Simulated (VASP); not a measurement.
A run of VASP 6.6.1:

Contents of INCAR:

```
SYSTEM = TaN
PREC = Accurate ; ENCUT = 520
EDIFF = 1E-6 ; ISMEAR = -1
SIGMA = 0.05 ; LREAL = .FALSE.
LASPH = .TRUE. ; NELM = 60
ALGO = Normal ; ISIF = 2
LWAVE = .FALSE. ; LCHARG = .TRUE.
LELF = .TRUE. ; LVHAR = .TRUE.
NBANDS = 33
```

File KPOINTS:

```
Automatic mesh
0
G
  6 6 9
  0 0 0
```

File POSCAR:

```
TaN
1.0
    5.1507094246      0.0000000000      0.0000000000
   -2.5753547123      4.4606452092      0.0000000000
    0.0000000000      0.0000000000      2.8738980045
Ta N
3 3
Direct
    0.0000000000      0.0000000000      0.0000000000
    0.6666666667      0.3333333333      0.5000000000
    0.3333333333      0.6666666667      0.5000000000
    0.0000000000      0.3933415986      0.0000000000
    0.6066584014      0.6066584014      0.0000000000
    0.3933415986      0.0000000000      0.0000000000
```

Potentials or basis: VASP PAW LDA potentials, release 64 (Ta_pv, N).

Run with:

```sh
$ cat potpaw_LDA.64/Ta_pv/POTCAR potpaw_LDA.64/N/POTCAR > POTCAR
$ mpirun -np 1 vasp_std > vasp.out
```

Hardware: 1 thread of Intel Xeon 6975P-C, on a shared host.

**Question.** Estimate the wall time of this run.

**Answer.** Run time: 62 s on 1 thread of Intel Xeon 6975P-C (shared host), peak memory 0.2 GiB. Counts: scf iterations 13, k points 35.
